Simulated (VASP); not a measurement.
# Na (P6_3/mmc) in VASP: notebook

The runs below take Na through single point, with LDA.

All numbers are computed with VASP 6.6.1; they aren't measurements. Logs are shortened: lines on timing, memory, paths and dates and some standing lists are left out, and cuts for length are marked.

**1. The cell of the first run**

It takes space group P6_3/mmc (No. 194, hexagonal). Conventional cell: a = 3.842 Å, b = 3.842 Å, c = 6.154 Å, α = 90.00°, β = 90.00°, γ = 120.00°. Within 5.0 Å of Na (site symmetry -6m2) lie 12 Na at 3.79 to 3.84 Å.

**2. Single point, LDA (equal xx and yy strain of +2 %)**

File INCAR:

```
  PREC = Accurate
  ENCUT = 520
  EDIFF = 1E-6
  ISMEAR = -1
  SIGMA = 0.05
  LREAL = False
  LASPH = True
  NELM = 80
  ALGO = Normal
  ISIF = 2
  LWAVE = False
  LCHARG = False
  GGA = CA
  NBANDS = 14
```

File KPOINTS:

```
regular mesh
0
Gamma
  11 11 6
```

File POSCAR:

```
Na
1.0
    3.8423410176      0.0000000000      0.0000000000
   -1.9211705088      3.3275649312      0.0000000000
    0.0000000000      0.0000000000      6.1540000000
Na
2
Direct
    0.3333333333      0.6666666667      0.2500000000
    0.6666666667      0.3333333333      0.7500000000
```

Potentials or basis: VASP PAW LDA potentials, release 64 (Na_pv).

On the command line:

```sh
> cat potpaw_LDA.64/Na_pv/POTCAR > POTCAR
> mpirun -np 1 vasp_std > vasp.out
```

OUTCAR:

```text
PREC = Accurate
   ENCUT = 520
   EDIFF = 1E-6
   ISMEAR = -1
   LREAL = False
   LASPH = True
   NELM = 80
   ISIF = 2
   GGA = CA

 ion  position               nearest neighbor table
   1  0.333  0.667  0.250-
   2  0.667  0.333  0.750-

  LATTYP: Found a hexagonal cell.
 ALAT       =     3.8423410176
 C/A-ratio  =     1.6016277503

  Lattice vectors:

 A1 = (   3.8423410176,   0.0000000000,   0.0000000000)
 A2 = (  -1.9211705088,   3.3275649312,   0.0000000000)
 A3 = (   0.0000000000,   0.0000000000,   6.1540000000)

Analysis of symmetry for initial positions (statically):
=====================================================================
 Subroutine PRICEL returns:
 Original cell was already a primitive cell.

 Routine SETGRP: Setting up the symmetry group for a
 hexagonal supercell.

 Subroutine GETGRP returns: Found 24 space group operations
 (whereof 12 operations were pure point group operations)
 out of a pool of 24 trial point group operations.

The static configuration has the point symmetry D_3d.
 The point group associated with its full space group is D_6h.

Analysis of symmetry for dynamics (positions and initial velocities):
=====================================================================
 Subroutine PRICEL returns:
 Original cell was already a primitive cell.

 Routine SETGRP: Setting up the symmetry group for a
 hexagonal supercell.

 Subroutine GETGRP returns: Found 24 space group operations
 (whereof 12 operations were pure point group operations)
 out of a pool of 24 trial point group operations.

The dynamic configuration has the point symmetry D_3d.
 The point group associated with its full space group is D_6h.

 Subroutine INISYM returns: Found 24 space group operations
 (whereof 12 operations are pure point group operations),
 and found     1 'primitive' translations

----------------------------------------------------------------------------------------

                                     Primitive cell

  volume of cell :      78.6828

  direct lattice vectors                    reciprocal lattice vectors
     3.842341018  0.000000000  0.000000000     0.260258003  0.150260028  0.000000000
    -1.921170509  3.327564931  0.000000000     0.000000000  0.300520056  0.000000000
     0.000000000  0.000000000  6.154000000     0.000000000  0.000000000  0.162495938

  length of vectors
     3.842341018  3.842341018  6.154000000     0.300520056  0.300520056  0.162495938

  position of ions in fractional coordinates (direct lattice)
     0.333333333  0.666666667  0.250000000
     0.666666667  0.333333333  0.750000000

  ion indices of the primitive-cell ions
   primitive index   ion index
                 1           1
                 2           2

----------------------------------------------------------------------------------------

 KPOINTS: regular mesh

Automatic generation of k-mesh.
 Grid dimensions read from file:
 generate k-points for:   11   11    6

 Generating k-lattice:

  Cartesian coordinates                     Fractional coordinates (reciprocal lattice)
     0.023659818  0.013660003  0.000000000     0.090909091 -0.000000000  0.000000000
     0.000000000  0.027320005  0.000000000     0.000000000  0.090909091  0.000000000
     0.000000000  0.000000000  0.027082656     0.000000000  0.000000000  0.166666667

  Length of vectors
     0.027320005  0.027320005  0.027082656

  Shift w.r.t. Gamma in fractional coordinates (k-lattice)
     0.000000000  0.000000000  0.000000000

 Subroutine IBZKPT returns following result:
 ===========================================

 Found     64 irreducible k-points:

 Following reciprocal coordinates:
            Coordinates               Weight
  0.000000  0.000000  0.000000      1.000000
  0.090909  0.000000  0.000000      6.000000
  0.181818  0.000000  0.000000      6.000000
  0.272727  0.000000  0.000000      6.000000
  0.363636  0.000000  0.000000      6.000000
  0.454545  0.000000  0.000000      6.000000
[... 16 lines left out ...]
  0.090909  0.090909  0.166667     12.000000
  0.181818  0.090909  0.166667     24.000000
 [... further k-points ...]
   k-points           NKPTS =     64   k-points in BZ     NKDIM =     64   number of bands    NBANDS=     14
   number of dos      NEDOS =    301   number of ions     NIONS =      2
   total plane-waves  NPLWV =  43200
   dimension x,y,z NGX =    30 NGY =   30 NGZ =   48
   dimension x,y,z NGXF=    60 NGYF=   60 NGZF=   96
   ions per type =               2
   NGX,Y,Z   is equivalent  to a cutoff of  12.98, 12.98, 12.97 a.u.
   NGXF,Y,Z  is equivalent  to a cutoff of  25.96, 25.96, 25.93 a.u.
 SYSTEM =  unknown system
   PREC   = accura    normal or accurate (medium, high low for compatibility)
   ISTART =      0    job   : 0-new  1-cont  2-samecut
   ICHARG =      2    charge: 1-file 2-atom 10-const
   ISPIN  =      1    spin polarized calculation?
   LNONCOLLINEAR =      F non collinear calculations
   LSORBIT =      F    spin-orbit coupling
   LASPH  =      T    aspherical Exc in radial PAW
   ENCUT  =  520.0 eV  38.22 Ry    6.18 a.u.   7.14  7.14 11.44*2*pi/ulx,y,z
   NELM   =     80;   NELMIN=  2; NELMDL= -5     # of ELM steps
   EDIFF  = 0.1E-05   stopping-criterion for ELM
   LREAL  =      F    real-space projection
   EDIFFG = 0.1E-04   stopping-criterion for IOM
   NSW    =      0    number of steps for IOM
   IBRION =     -1    ionic relax: 0-MD 1-quasi-New 2-CG
   NFREE  =      0    steps in history (QN), initial steepest desc. (CG)
   ISIF   =      2    stress and relaxation
   ISYM   =      2    0-nonsym 1-usesym 2-fastsym
   POTIM  = 0.5000    time-step for ionic-motion
   TEBEG  =    0.0;   TEEND  =   0.0 temperature during run
   PSTRESS=    0.0 pullay stress
   NELECT =      14.0000    total number of electrons
   NUPDOWN=      -1.0000    fix difference up-down
   EMIN   =  10.00;   EMAX   =-10.00  energy-range for DOS
   EFERMI =   0.00;   METHOD = LEGACY
   ISMEAR =    -1;   SIGMA  =   0.05  broadening in eV -4-tet -1-fermi 0-gaus
   EFERMI_NEDOS =   21; number of points for ismear=-14 and -15
   IALGO  =     38    algorithm
   IMIX   =      4    mixing-type and parameters
     AMIX     =   0.40;   BMIX     =  1.00
     AMIX_MAG =   1.60;   BMIX_MAG =  1.00
  volume/ion in A,a.u.               =      39.34       265.49
  Fermi-wavevector in a.u.,A,eV,Ry     =   0.920784  1.740029 11.535594  0.847842
  Thomas-Fermi vector in A             =   2.046127
   LORBIT       =      0    0 simple, 1 ext, 2 COOP (PROOUT), +10 PAW based schemes
   GGA     = CA    functional components
   LHFCALC =     F    Hartree Fock is set to
   AEXX    =    0.0000 exact exchange contribution
   IVDW    =     0    specifies the selected vdW correction
   LEPSILON=     F    determine dielectric tensor
   LRPA    =     F    only Hartree local field effects (RPA)
 non-spin polarized calculation
  energy-cutoff  :      520.00
  volume of cell :       78.68
 maximum number of plane-waves:      2139
 NGX is ok and might be reduce to    30
   NGX = 15   NGY = 15   NGZ = 23

 number of electron      13.9999992 magnetization

 Free energy of the ion-electron system (eV)
  ---------------------------------------------------
  ext. energy  EPLUGINS =         0.00000000
  ---------------------------------------------------
  free energy    TOTEN  =        -2.85951328 eV

  energy without entropy =       -2.84753525  energy(sigma->0) =       -2.85352426

 E-fermi :   0.0199     XC(G=0):  -6.5633

 val. band max:       -0.0049596070   @ k =   0.3636   0.1818   0.0000
 cond. band min:       0.0557994054   @ k =   0.1818   0.0000   0.1667
 fundamental gap:      0.0607590124
 Fermi energy:         0.0198941434

 k-point     1 :       0.0000    0.0000    0.0000
  band No.  band energies     occupation
      1     -25.0206      2.00000
      2     -24.9952      2.00000
      3     -24.9952      2.00000
      4     -24.9907      2.00000
      5     -24.9907      2.00000
      6     -24.9904      2.00000
      7      -3.1596      2.00000
      8       0.6595      0.00001
      9       0.9724      0.00000
     10       9.4727      0.00000
     11       9.4727      0.00000
     12       9.6689      0.00000
     13       9.6689      0.00000
     14      10.1573      0.00000

 k-point     2 :       0.0909    0.0000    0.0000
  band No.  band energies     occupation
      1     -25.0198      2.00000
      2     -24.9968      2.00000
      3     -24.9958      2.00000
      4     -24.9923      2.00000
      5     -24.9909      2.00000
      6     -24.9907      2.00000
      7      -3.0438      2.00000
      8       0.7627      0.00000
      9       1.0859      0.00000
     10       7.6896      0.00000
     11       8.6041      0.00000
     12       9.0807      0.00000
     13      10.6916      0.00000
     14      11.0277      0.00000

 k-point     3 :       0.1818    0.0000    0.0000
  band No.  band energies     occupation
      1     -25.0176      2.00000
      2     -25.0011      2.00000
      3     -24.9971      2.00000
      4     -24.9967      2.00000
      5     -24.9917      2.00000
      6     -24.9917      2.00000
      7      -2.6979      2.00000
      8       1.0727      0.00000
      9       1.4214      0.00000
     10       5.7483      0.00000
     11       7.8343      0.00000
     12       8.1144      0.00000
     13       9.1298      0.00000
     14      10.0531      0.00000
[... 324 lines left out ...]
 k-point    23 :       0.0909    0.0909    0.1667
  band No.  band energies     occupation
      1     -25.0168      2.00000
      2     -24.9989      2.00000
      3     -24.9976      2.00000
      4     -24.9957      2.00000
      5     -24.9920      2.00000
      6     -24.9920      2.00000
      7      -2.6998      2.00000
      8      -0.0535      1.62534
      9       2.5240      0.00000
     10       6.7400      0.00000
     11       7.0161      0.00000
     12       9.1490      0.00000
     13       9.2328      0.00000
     14       9.8154      0.00000

 k-point    24 :       0.1818    0.0909    0.1667
  band No.  band energies     occupation
      1     -25.0149      2.00000
      2     -25.0032      2.00000
      3     -25.0020      2.00000
      4     -24.9978      2.00000
      5     -24.9934      2.00000
      6     -24.9929      2.00000
      7      -2.2419      2.00000
      8       0.3821      0.00143
      9       2.9281      0.00000
     10       5.0144      0.00000
     11       6.1448      0.00000
     12       7.4853      0.00000
     13       8.5554      0.00000
     14       9.4664      0.00000

 [... further k-points ...]
[... 5 lines left out ...]
  --------------------------------------------------------------------------------------
  -------------------------------------------------------------------------------------
  Total       -0.5626047     -0.5626047     -0.4057857      0.0000000      0.0000000      0.0000000
  in kB      -11.4560273    -11.4560273     -8.2628037      0.0000000      0.0000000      0.0000000
  external PRESSURE =     -10.3916194 kB  Pullay stress =       0.0000000 kB

 VOLUME and BASIS-vectors are now :
 -----------------------------------------------------------------------------
  energy-cutoff  :      520.00
  volume of cell :       78.68
      direct lattice vectors                 reciprocal lattice vectors
     3.842341018  0.000000000  0.000000000     0.260258003  0.150260028  0.000000000
    -1.921170509  3.327564931  0.000000000     0.000000000  0.300520056  0.000000000
     0.000000000  0.000000000  6.154000000     0.000000000  0.000000000  0.162495938

 POSITION                                       TOTAL-FORCE (eV/Angst)
 -----------------------------------------------------------------------------------
     -0.00000      2.21838      1.53850        -0.000000      0.000000      0.000000
      1.92117      1.10919      4.61550         0.000000     -0.000000      0.000000
 -----------------------------------------------------------------------------------
    total drift:                                0.000000     -0.000000      0.000000

  FREE ENERGIE OF THE ION-ELECTRON SYSTEM (eV)
  ---------------------------------------------------
  free  energy   TOTEN  =        -2.8595132772 eV

  energy  without entropy=       -2.8475352468  energy(sigma->0) =       -2.85352426
```

Run time: 17 s. Hardware: 1 thread of Intel Xeon 6975P-C (Granite Rapids), shared host; peak memory 0.18 GiB.

What came out:

```
Free energy            : -2.8595 eV
Pressure               : -1.0 GPa
Band gap on the k mesh : zero (band 7 reaches 1.72 eV, above the bottom of band 8 at -2.14 eV)
```

Levels at points of the mesh, in eV from the Fermi level:
| k point | band 5 | band 6 | band 7 | band 8 | band 9 | band 10 |
| --- | --- | --- | --- | --- | --- | --- |
| (0.00, 0.00, 0.00) | -25.01 | -25.01 | -3.18 | 0.64 | 0.95 | 9.45 |
| (0.00, 0.00, 0.50) | -25.01 | -25.01 | -2.16 | -2.16 | 5.50 | 5.50 |

Caveat: the cell differs from its parent crystal (equal xx and yy strain of +2 %).

**3. Single point, LDA (volume scaled by 1.06)**

File INCAR:

```
PREC     = Accurate       # precision mode
ENCUT    = 520            # plane-wave cutoff, eV
EDIFF    = 1E-6           # SCF threshold, eV
ISMEAR   = -1             # smearing method
SIGMA    = 0.05           # smearing width, eV
LREAL    = F              # projectors in reciprocal space
LASPH    = T              # aspherical terms in the spheres
NELM     = 80             # most SCF steps
ALGO     = Normal         # electronic algorithm
ISIF     = 2              # what is computed and relaxed
LWAVE    = F              # write WAVECAR
LCHARG   = F              # write CHGCAR
GGA      = CA             # functional
NBANDS   = 14             # bands
```

File KPOINTS:

```
Automatic mesh
0
Gamma
  11 11 6
```

File POSCAR:

```
Na
1.0
    3.8408825192      0.0000000000      0.0000000000
   -1.9204412596      3.3263018346      0.0000000000
    0.0000000000      0.0000000000      6.2746973092
Na
2
Direct
    0.3333333333      0.6666666667      0.2500000000
    0.6666666667      0.3333333333      0.7500000000
```

Potentials or basis: VASP PAW LDA potentials, release 64 (Na_pv).

On the command line:

```sh
> cat potpaw_LDA.64/Na_pv/POTCAR > POTCAR
> mpirun -np 1 vasp_std > vasp.out
```

Wall time 18 s (1 thread of Intel Xeon 6975P-C (Granite Rapids), shared host); peak memory 0.18 GiB.

It converged, with:

* Free energy: -2.8508 eV
* Pressure: -1.1 GPa
* Band gap on the k mesh: zero (band 7 reaches 1.68 eV, above the bottom of band 8 at -2.19 eV)

Stress tensor (GPa, compression positive):
```
-1.20  0.00  0.00
 0.00 -1.20  0.00
 0.00  0.00 -0.97
```

Levels at points of the mesh, in eV from the Fermi level:
| k point | band 3 | band 4 | band 5 | band 6 | band 7 | band 8 | band 9 | band 10 | band 11 | band 12 |
| --- | --- | --- | --- | --- | --- | --- | --- | --- | --- | --- |
| (0.00, 0.00, 0.00) | -25.03 | -25.03 | -25.03 | -25.02 | -3.14 | 0.56 | 0.82 | 9.51 | 9.51 | 9.71 |
| (0.00, 0.00, 0.50) | -25.03 | -25.03 | -25.03 | -25.03 | -2.16 | -2.16 | 5.23 | 5.23 | 10.08 | 10.08 |
